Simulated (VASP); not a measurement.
# BaO (Fm-3m) in VASP: electric field gradients with PBE

Aim: the electric field gradients of BaO with PBE.

Everything below comes from runs of VASP 6.6.1. Logs are shortened: lines on timing, memory, paths and dates and some standing lists are left out, and cuts for length are marked.

### 1 The cell of the first run

The structure is cubic, space group Fm-3m (No. 225). Conventional cell: a = 5.500 Å, b = 5.500 Å, c = 5.500 Å, α = 90.00°, β = 90.00°, γ = 90.00°. Ba (site symmetry m-3m) has 6 O at 2.75 Å within 3.6 Å. Within 3.6 Å of O (site symmetry m-3m) lie 6 Ba at 2.75 Å.

### 2 Electric field gradients, PBE

Input file INCAR:

```
PREC = Accurate ; ENCUT = 1000
EDIFF = 1E-8 ; ISMEAR = -1
SIGMA = 0.02 ; LREAL = F
LASPH = T ; NELM = 120
ALGO = Normal ; ISIF = 2
LWAVE = F ; LCHARG = F
GGA = PE ; LEFG = T
NBANDS = 15 ; GGA_COMPAT = F
```

Input file KPOINTS:

```
regular mesh
0
Gamma
  8 8 8
```

Input file POSCAR:

```
BaO
1.0
    0.0000000000      2.7500000000      2.7500000000
    2.7500000000      0.0000000000      2.7500000000
    2.7500000000      2.7500000000      0.0000000000
Ba O
1 1
Direct
    0.0000000000      0.0000000000      0.0000000000
    0.5000000000      0.5000000000      0.5000000000
```

Potentials or basis: VASP PAW PBE potentials, release 64 (Ba_sv, O_h).

On the command line:

```bash
cat potpaw_PBE.64/Ba_sv/POTCAR potpaw_PBE.64/O_h/POTCAR > POTCAR
mpirun -np 1 vasp_std > vasp.out
```

OUTCAR:

```text
PREC = Accurate
   ENCUT = 1000
   EDIFF = 1E-8
   ISMEAR = -1
   LREAL = F
   LASPH = T
   NELM = 120
   ISIF = 2
   GGA = PE

 ion  position               nearest neighbor table
   1  0.000  0.000  0.000-   2 2.75   2 2.75   2 2.75   2 2.75   2 2.75   2 2.75
   2  0.500  0.500  0.500-   1 2.75   1 2.75   1 2.75   1 2.75   1 2.75   1 2.75

  LATTYP: Found a face centered cubic cell.
 ALAT       =     5.5000000000

  Lattice vectors:

 A1 = (   0.0000000000,   2.7500000000,   2.7500000000)
 A2 = (   2.7500000000,   0.0000000000,   2.7500000000)
 A3 = (   2.7500000000,   2.7500000000,   0.0000000000)

Analysis of symmetry for initial positions (statically):
=====================================================================
 Subroutine PRICEL returns:
 Original cell was already a primitive cell.

 Routine SETGRP: Setting up the symmetry group for a
 face centered cubic supercell.

 Subroutine GETGRP returns: Found 48 space group operations
 (whereof 48 operations were pure point group operations)
 out of a pool of 48 trial point group operations.

The static configuration has the point symmetry O_h .

Analysis of symmetry for dynamics (positions and initial velocities):
=====================================================================
 Subroutine PRICEL returns:
 Original cell was already a primitive cell.

 Routine SETGRP: Setting up the symmetry group for a
 face centered cubic supercell.

 Subroutine GETGRP returns: Found 48 space group operations
 (whereof 48 operations were pure point group operations)
 out of a pool of 48 trial point group operations.

The dynamic configuration has the point symmetry O_h .

 Subroutine INISYM returns: Found 48 space group operations
 (whereof 48 operations are pure point group operations),
 and found     1 'primitive' translations

----------------------------------------------------------------------------------------

                                     Primitive cell

  volume of cell :      41.5938

  direct lattice vectors                    reciprocal lattice vectors
     0.000000000  2.750000000  2.750000000    -0.181818182  0.181818182  0.181818182
     2.750000000  0.000000000  2.750000000     0.181818182 -0.181818182  0.181818182
     2.750000000  2.750000000  0.000000000     0.181818182  0.181818182 -0.181818182

  length of vectors
[... 133 lines left out ...]
 fundamental gap:      1.9010963680
 Fermi energy:         2.6592479937

 k-point     1 :       0.0000    0.0000    0.0000
  band No.  band energies     occupation
      1     -23.7040      2.00000
      2     -12.8684      2.00000
      3      -8.1750      2.00000
      4      -8.1750      2.00000
      5      -8.1750      2.00000
      6       1.8139      2.00000
      7       1.8139      2.00000
      8       1.8139      2.00000
      9       5.8518      0.00000
     10       6.8812      0.00000
     11       6.8812      0.00000
     12       6.8812      0.00000
     13       9.2012      0.00000
     14       9.2012      0.00000
[... 401 lines left out ...]
      2     -13.4770      2.00000
      3      -8.8373      2.00000
      4      -8.8348      2.00000
      5      -8.2878      2.00000
      6       0.5917      2.00000
      7       1.2311      2.00000
      8       1.2919      2.00000
      9       7.0732      0.00000
     10       7.6894      0.00000
     11      10.1435      0.00000
     12      10.1806      0.00000
     13      12.4190      0.00000
     14      14.1306      0.00000
     15      14.5223      0.00000

 [... further k-points ...]

------------------------ aborting loop because EDIFF is reached ----------------------------------------

  FORCE on cell =-STRESS in cart. coord.  units (eV):
  Direction    XX          YY          ZZ          XY          YZ          ZX
  --------------------------------------------------------------------------------------
  -------------------------------------------------------------------------------------
  Total        1.2797151      1.2797151      1.2797151      0.0000000     -0.0000000      0.0000000
  in kB       49.2941956     49.2941956     49.2941956      0.0000000     -0.0000000      0.0000000
  external PRESSURE =      49.2941956 kB  Pullay stress =       0.0000000 kB

 VOLUME and BASIS-vectors are now :
 -----------------------------------------------------------------------------
  energy-cutoff  :     1000.00
  volume of cell :       41.59
      direct lattice vectors                 reciprocal lattice vectors
     0.000000000  2.750000000  2.750000000    -0.181818182  0.181818182  0.181818182
     2.750000000  0.000000000  2.750000000     0.181818182 -0.181818182  0.181818182
     2.750000000  2.750000000  0.000000000     0.181818182  0.181818182 -0.181818182

 POSITION                                       TOTAL-FORCE (eV/Angst)
 -----------------------------------------------------------------------------------
      0.00000      0.00000      0.00000         0.000000      0.000000      0.000000
      2.75000      2.75000      2.75000         0.000000      0.000000      0.000000
 -----------------------------------------------------------------------------------
    total drift:                                0.000000     -0.000000      0.000000

  FREE ENERGIE OF THE ION-ELECTRON SYSTEM (eV)
  ---------------------------------------------------
  free  energy   TOTEN  =       -11.7776195585 eV

  energy  without entropy=      -11.7776195585  energy(sigma->0) =      -11.77761956

 Electric field gradients (V/A^2)
---------------------------------------------------------------------
 ion       V_xx      V_yy      V_zz      V_xy      V_xz      V_yz
---------------------------------------------------------------------
   1      -0.000    -0.000    -0.000     0.000     0.000     0.000
   2       0.000     0.000    -0.000    -0.004    -0.004    -0.004
---------------------------------------------------------------------

 Electric field gradients after diagonalization (V/A^2)
 (convention: |V_zz| > |V_xx| > |V_yy|)
----------------------------------------------------------------------
 ion       V_xx      V_yy      V_zz     asymmetry (V_yy - V_xx)/ V_zz
----------------------------------------------------------------------
   1      -0.000    -0.000     0.000       0.000
   2       0.004     0.004    -0.008       0.000
----------------------------------------------------------------------

           NMR quadrupolar parameters

 Cq : quadrupolar parameter    Cq=e*Q*V_zz/h
 eta: asymmetry parameters     (V_yy - V_xx)/ V_zz
 Q  : nuclear electric quadrupole moment in mb (millibarn)
----------------------------------------------------------------------
 ion       Cq(MHz)       eta       Q (mb)
----------------------------------------------------------------------
   1       0.000       0.000       1.000
   2      -0.000       0.000       1.000
----------------------------------------------------------------------
```

stdout:

```text
POSCAR found type information on POSCAR BaO
 POSCAR found :  2 types and       2 ions
 scaLAPACK will be used
 LDA part: xc-table for (Slater+PW92), standard interpolation
 POSCAR, INCAR and KPOINTS ok, starting setup
 FFT: planning ... GRIDC
 FFT: planning ... GRID_SOFT
 FFT: planning ... GRID
 WAVECAR not read
 entering main loop
ion   1

ion   2
```

Run time: 46 s. Hardware: 1 thread of Intel Xeon Platinum 8259CL at 2.50GHz (Skylake/Cascade Lake), shared host; peak memory 0.27 GiB.

Results:

| Quantity | Value |
| --- | --- |
| Free energy | -11.7776 eV |
| Pressure | 4.9 GPa |
| Band gap on the k mesh | 1.90 eV |
| Largest electric field gradient by atom | under 0.05 V/Å² on every atom |

Caveat: the cell stands under pressure; spin-orbit coupling is left out, which moves the levels of the heavy elements. A k mesh can miss the band edges.
